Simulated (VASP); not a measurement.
CuPt, 2 atoms in the cell. The structure is trigonal, space group R-3m (No. 166). The conventional cell has a = 2.725 Å, b = 2.725 Å, c = 12.733 Å, α = 90.00°, β = 90.00°, γ = 120.00°. Within 3.5 Å of Cu (site symmetry -3m) lie 6 Pt at 2.64 Å and 6 Cu at 2.72 Å. Pt (site symmetry -3m) has 6 Cu at 2.64 Å and 6 Pt at 2.72 Å within 3.5 Å. 

```yaml
Program: VASP 6.6.1
Task: single point
Functional: LDA
Potentials_or_basis: VASP PAW LDA potentials, release 64 (Cu, Pt)
Cutoff: 520 eV
k_mesh: 14 × 14 × 14
Occupations: fermi-dirac, width 0.1 eV
Spin: collinear spin
Starting_moments: "[1.2, 1.2] μB"
Fixed_moment: 2.4 μB
Dipole_correction: no
Further_INCAR_settings: ALGO = Normal; EDIFF = 1e-06; NBANDS = 22
```

Potentials or basis: VASP PAW LDA potentials, release 64 (Cu, Pt).

Command:

```sh
$ cat potpaw_LDA.64/Cu/POTCAR potpaw_LDA.64/Pt/POTCAR > POTCAR
$ mpirun -np 1 vasp_std > vasp.out
```

Hardware: 1 thread of Intel(R) Xeon(R) 6975P-C (Granite Rapids), with other jobs on the host.

Task: How long does it take, and how much memory?

Result: It took 6.7 min on 1 thread of Intel(R) Xeon(R) 6975P-C (Granite Rapids), on a shared host, peak memory 0.4 GiB. Counts: scf iterations 15, k points 288.
